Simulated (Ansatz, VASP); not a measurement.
**B3As5: VASP beside Ansatz**

```
B As
1.0
     5.08733    0.00000    0.00000
     0.00000    5.08733    0.00000
     0.00000    0.00000    4.87099
B As
3 5
Direct
  0.00000 0.50000 0.50000
  0.50000 0.00000 0.50000
  0.50000 0.50000 0.50000
  0.00000 0.50000 0.00000
  0.50000 0.00000 0.00000
  0.50000 0.50000 0.00000
  0.00000 0.00000 0.00000
  0.00000 0.00000 0.50000
```

Alike in both runs: functional PBE; k mesh 3 × 3 × 4; occupations gaussian, width 0.2 eV; no spin polarisation.

Ansatz relaxed the structure, and its values are those at the end. VASP's run is a single point on that final structure, the one shown.

|  | VASP | Ansatz |
| --- | --- | --- |
| version | VASP 6.6.1 | Ansatz 0.2.0 |
| potentials or method | VASP PAW PBE potentials, release 64 (B, As), cutoff 500 eV | scalar-relativistic, plane waves, PAW |
| valence electrons in the cell | 34 | 84 |

```csv
,VASP,Ansatz,Ansatz less VASP
gap on the k mesh at the Fermi level (eV),none,none,-
pressure (GPa),0.2,-0.1,-0.34
```

A gap of «none» marks a metal or a gap that the smearing closes. VASP's potentials hold 34 valence electrons a cell and Ansatz's 84, so a difference there can come from the potentials and not from the codes.

The k mesh is coarse, so the values compare programs but aren't converged.
